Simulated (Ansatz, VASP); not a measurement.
## Two plane-wave programs on ZnCu

```
Zn Cu
1.0
     2.90796    0.00000    0.00000
     0.00000    2.90796    0.00000
     0.00000    0.00000    2.90796
Zn Cu
1 1
Direct
  0.50000 0.50000 0.50000
  0.00000 0.00000 0.00000
```

Alike in both runs: functional PBEsol; k mesh 14 × 14 × 14; occupations gaussian, width 0.1 eV; no spin polarisation.

Ansatz relaxed the structure, and its values are those at the end. VASP's run is a single point on that final structure, the one shown.

|  | VASP | Ansatz |
| --- | --- | --- |
| version | VASP 6.6.1 | Ansatz 0.2.0 |
| potentials or method | VASP PAW PBE potentials, release 64 (Zn, Cu), cutoff 520 eV | scalar-relativistic, plane waves, PAW |
| valence electrons in the cell | 23 | 31 |

Ansatz gave:

```
gap on the k mesh at the Fermi level (eV) : none
pressure (GPa)                            : 0.0
```

Q: Estimate VASP's values.

A: gap on the k mesh at the Fermi level (eV): none; pressure (GPa): 0.7.

VASP's potentials were made for PBE, not for PBEsol. A gap of «none» marks a metal or a gap that the smearing closes. VASP's potentials hold 23 valence electrons a cell and Ansatz's 31, so a difference there can come from the potentials and not from the codes.
